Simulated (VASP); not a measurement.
# TaN (Amm2) in VASP: single point with PBEsol

Aim: the single point of TaN with PBEsol.

All numbers are computed with VASP 6.6.1; they aren't measurements. Logs are shortened: lines on timing, memory, paths and dates and some standing lists are left out, and cuts for length are marked.

**1. The cell of the first run**

Symmetry: Amm2, No. 38, orthorhombic system. The conventional cell has a = 2.883 Å, b = 2.909 Å, c = 5.140 Å, α = 90.00°, β = 90.00°, γ = 90.00°. Ta (site symmetry mm2) has 6 N at 2.22 to 2.24 Å and 2 Ta at 2.88 Å within 2.9 Å. N (site symmetry mm2) has 6 Ta at 2.22 to 2.24 Å and 2 N at 2.88 Å within 2.9 Å.

**2. Single point, PBEsol (strain -0.0100 x Voigt [1, -1, 0, 0, 0, 0])**

Input file INCAR:

```
PREC = Accurate
ENCUT = 520
EDIFF = 1E-7
ISMEAR = 0
SIGMA = 0.15
LREAL = False
LASPH = True
NELM = 80
ALGO = Normal
ISIF = 2
LWAVE = False
LCHARG = False
GGA = PS
NBANDS = 15
```

Input file KPOINTS:

```
regular mesh
0
Gamma
  18 18 16
```

Input file POSCAR:

```
TaN
1.0
    2.9086188698      0.0000000000      0.0000000000
   -1.4543094349      2.5698254642      0.0000000000
    0.0000000000      0.0000000000      2.8830000000
Ta N
1 1
Direct
    0.3333333333      0.6666666667      0.5000000000
    0.0000000000      0.0000000000      0.0000000000
```

Potentials or basis: VASP PAW PBE potentials, release 64 (Ta_pv, N).

The run is started by

```
cat potpaw_PBE.64/Ta_pv/POTCAR potpaw_PBE.64/N/POTCAR > POTCAR
mpirun -np 1 vasp_std > vasp.out
```

OUTCAR:

```text
PREC = Accurate
   ENCUT = 520
   EDIFF = 1E-7
   ISMEAR = 0
   LREAL = False
   LASPH = True
   NELM = 80
   ISIF = 2
   GGA = PS

 ion  position               nearest neighbor table
   1  0.333  0.667  0.500-   2 2.22   2 2.22   2 2.22   2 2.22   2 2.24   2 2.24
   2  0.000  0.000  0.000-   1 2.22   1 2.22   1 2.22   1 2.22   1 2.24   1 2.24

  LATTYP: Found a base centered orthorhombic cell.
 ALAT       =     2.9086188698
 B/A-ratio  =     1.7670417330
 C/A-ratio  =     0.9911920843

  Lattice vectors:

 A1 = (   1.4543094349,  -2.5698254642,   0.0000000000)
 A2 = (   1.4543094349,   2.5698254642,   0.0000000000)
 A3 = (   0.0000000000,   0.0000000000,   2.8830000000)

Analysis of symmetry for initial positions (statically):
=====================================================================
 Subroutine PRICEL returns:
 Original cell was already a primitive cell.

 Routine SETGRP: Setting up the symmetry group for a
 base centered orthorhombic supercell.

 Subroutine GETGRP returns: Found  4 space group operations
 (whereof  4 operations were pure point group operations)
 out of a pool of  8 trial point group operations.

The static configuration has the point symmetry C_2v.

Analysis of symmetry for dynamics (positions and initial velocities):
=====================================================================
 Subroutine PRICEL returns:
 Original cell was already a primitive cell.

 Routine SETGRP: Setting up the symmetry group for a
 base centered orthorhombic supercell.

 Subroutine GETGRP returns: Found  4 space group operations
 (whereof  4 operations were pure point group operations)
 out of a pool of  8 trial point group operations.

The dynamic configuration has the point symmetry C_2v.

 Subroutine INISYM returns: Found  4 space group operations
 (whereof  4 operations are pure point group operations),
 and found     1 'primitive' translations

----------------------------------------------------------------------------------------

                                     Primitive cell

  volume of cell :      21.5494

  direct lattice vectors                    reciprocal lattice vectors
     2.908618870  0.000000000  0.000000000     0.343805787  0.194565743  0.000000000
    -1.454309435  2.569825464  0.000000000     0.000000000  0.389131485  0.000000000
     0.000000000  0.000000000  2.883000000     0.000000000  0.000000000  0.346860909

  length of vectors
     2.908618870  2.952798478  2.883000000     0.395042083  0.389131485  0.346860909

  position of ions in fractional coordinates (direct lattice)
     0.333333333  0.666666667  0.500000000
     0.000000000  0.000000000  0.000000000

  ion indices of the primitive-cell ions
   primitive index   ion index
[... 90 lines left out ...]
   EFERMI_NEDOS =   21; number of points for ismear=-14 and -15
   IALGO  =     38    algorithm
   IMIX   =      4    mixing-type and parameters
     AMIX     =   0.40;   BMIX     =  1.00
     AMIX_MAG =   1.60;   BMIX_MAG =  1.00
  volume/ion in A,a.u.               =      10.77        72.71
  Fermi-wavevector in a.u.,A,eV,Ry     =   1.482415  2.801358 29.899540  2.197554
  Thomas-Fermi vector in A             =   2.596204
   LORBIT       =      0    0 simple, 1 ext, 2 COOP (PROOUT), +10 PAW based schemes
   GGA     = PS    functional components
   LHFCALC =     F    Hartree Fock is set to
   AEXX    =    0.0000 exact exchange contribution
   IVDW    =     0    specifies the selected vdW correction
   LEPSILON=     F    determine dielectric tensor
   LRPA    =     F    only Hartree local field effects (RPA)
 non-spin polarized calculation
 Gauss-broadening in eV      SIGMA  =   0.15
  energy-cutoff  :      520.00
  volume of cell :       21.55
 maximum number of plane-waves:       601
 NGX is ok and might be reduce to    24
   NGX = 11   NGY = 11   NGZ = 11

 number of electron      16.0000000 magnetization

 Free energy of the ion-electron system (eV)
  ---------------------------------------------------
  ext. energy  EPLUGINS =         0.00000000
  ---------------------------------------------------
  free energy    TOTEN  =       -23.79706410 eV

  energy without entropy =      -23.79647038  energy(sigma->0) =      -23.79676724

 E-fermi :   8.0633     XC(G=0): -13.5056

 val. band max:        7.9649768695   @ k =   0.3333   0.3333   0.0625
 cond. band min:       8.1005732364   @ k =   0.0556   0.0000   0.5000
 fundamental gap:      0.1355963669
 Fermi energy:         8.0632848072

 k-point     1 :       0.0000    0.0000    0.0000
  band No.  band energies     occupation
      1     -26.6859      2.00000
      2     -26.4423      2.00000
      3     -26.3963      2.00000
      4      -9.6432      2.00000
      5       3.3953      2.00000
      6       3.6574      2.00000
      7       3.8773      2.00000
      8       5.1821      2.00000
      9      10.3065      0.00000
     10      11.5626      0.00000
     11      11.8239      0.00000
     12      12.0287      0.00000
     13      12.1210      0.00000
     14      21.1045      0.00000
[... 401 lines left out ...]
      2     -26.6091      2.00000
      3     -26.5661      2.00000
      4      -8.4809      2.00000
      5       1.2319      2.00000
      6       3.8399      2.00000
      7       4.2177      2.00000
      8       5.0567      2.00000
      9      10.1548      0.00000
     10      11.4079      0.00000
     11      12.1586      0.00000
     12      13.1868      0.00000
     13      13.4795      0.00000
     14      21.2457      0.00000
     15      21.5259      0.00000

 [... further k-points ...]

------------------------ aborting loop because EDIFF is reached ----------------------------------------

  FORCE on cell =-STRESS in cart. coord.  units (eV):
  Direction    XX          YY          ZZ          XY          YZ          ZX
  --------------------------------------------------------------------------------------
  -------------------------------------------------------------------------------------
  Total        0.0823264     -1.1384439     -0.5469746      0.0000000      0.0000000      0.0000000
  in kB        6.1208933    -84.6422385    -40.6670470      0.0000000      0.0000000      0.0000000
  external PRESSURE =     -39.7294641 kB  Pullay stress =       0.0000000 kB

 VOLUME and BASIS-vectors are now :
 -----------------------------------------------------------------------------
  energy-cutoff  :      520.00
  volume of cell :       21.55
      direct lattice vectors                 reciprocal lattice vectors
     2.908618870  0.000000000  0.000000000     0.343805787  0.194565743  0.000000000
    -1.454309435  2.569825464  0.000000000     0.000000000  0.389131485  0.000000000
     0.000000000  0.000000000  2.883000000     0.000000000  0.000000000  0.346860909

 POSITION                                       TOTAL-FORCE (eV/Angst)
 -----------------------------------------------------------------------------------
     -0.00000      1.71322      1.44150        -0.000000     -0.031405      0.000000
      0.00000      0.00000      0.00000         0.000000      0.031405      0.000000
 -----------------------------------------------------------------------------------
    total drift:                                0.000000     -0.000103     -0.000000

  FREE ENERGIE OF THE ION-ELECTRON SYSTEM (eV)
  ---------------------------------------------------
  free  energy   TOTEN  =       -23.7970641014 eV

  energy  without entropy=      -23.7964703760  energy(sigma->0) =      -23.79676724
```

OSZICAR:

```text
N       E                     dE             d eps       ncg     rms          rms(c)
DAV:   1     0.900308506770E+02    0.90031E+02   -0.87763E+03 24578   0.113E+03
DAV:   2    -0.232772932734E+02   -0.11331E+03   -0.10659E+03 29820   0.305E+02
DAV:   3    -0.261235713384E+02   -0.28463E+01   -0.28332E+01 27783   0.451E+01
DAV:   4    -0.261352599861E+02   -0.11689E-01   -0.11685E-01 32340   0.314E+00
DAV:   5    -0.261353318439E+02   -0.71858E-04   -0.71854E-04 28182   0.227E-01    0.238E+01
DAV:   6    -0.239034852323E+02    0.22318E+01   -0.35149E+00 32456   0.224E+01    0.102E+01
DAV:   7    -0.238333567419E+02    0.70128E-01   -0.54810E-01 27188   0.582E+00    0.692E+00
DAV:   8    -0.238044066669E+02    0.28950E-01   -0.15459E-01 30891   0.327E+00    0.144E+00
DAV:   9    -0.237971943202E+02    0.72123E-02   -0.15544E-02 27692   0.102E+00    0.192E-01
DAV:  10    -0.237971371311E+02    0.57189E-04   -0.10590E-03 30835   0.382E-01    0.896E-02
DAV:  11    -0.237970636028E+02    0.73528E-04   -0.91940E-05 28665   0.104E-01    0.107E-02
DAV:  12    -0.237970641490E+02   -0.54618E-06   -0.11975E-05 26271   0.304E-02    0.448E-03
DAV:  13    -0.237970641014E+02    0.47653E-07   -0.26780E-08 22484   0.172E-03
   1 F= -.23797064E+02 E0= -.23796767E+02  d E =-.593725E-03
```

It took 74 s on 1 thread of Intel Xeon Platinum 8559C (Emerald Rapids), shared host; peak memory 0.36 GiB.

What came out:

- Free energy: -23.7971 eV
- Pressure: -4.0 GPa
- Largest force: 0.031 eV/Å
- Band gap on the k mesh: zero (band 8 reaches 8.26 eV, above the bottom of band 9 at 8.10 eV)

Forces in eV/Å, atoms in the order of the input:
```
Ta   0.000 -0.031  0.000
N    0.000  0.031  0.000
```

Levels at points of the mesh, in eV from the Fermi level:
| k point | band 5 | band 6 | band 7 | band 8 | band 9 | band 10 | band 11 | band 12 |
| --- | --- | --- | --- | --- | --- | --- | --- | --- |
| (0.00, 0.00, 0.00) | -4.67 | -4.41 | -4.19 | -2.88 | 2.24 | 3.50 | 3.76 | 3.97 |
| (0.50, 0.00, 0.00) | -8.27 | -5.17 | -3.45 | -3.18 | 2.96 | 4.04 | 5.22 | 5.36 |
| (0.00, 0.50, 0.00) | -8.32 | -5.17 | -3.50 | -3.04 | 3.13 | 4.11 | 5.28 | 5.30 |
| (0.00, 0.00, 0.50) | -9.35 | -3.76 | -3.67 | -0.28 | 0.13 | 2.47 | 3.22 | 3.44 |
| (0.50, 0.00, 0.50) | -7.32 | -6.18 | -5.73 | -0.26 | 4.16 | 5.39 | 6.15 | 7.12 |
| (0.00, 0.50, 0.50) | -7.30 | -6.16 | -5.52 | -0.45 | 4.23 | 5.33 | 6.05 | 7.10 |

Caveat: the cell differs from its parent crystal (strain -0.0100 x Voigt [1, -1, 0, 0, 0, 0]); the PAW data sets were made with another functional, which shifts forces and pressure a little; spin-orbit coupling is left out, which moves the levels of the heavy elements.
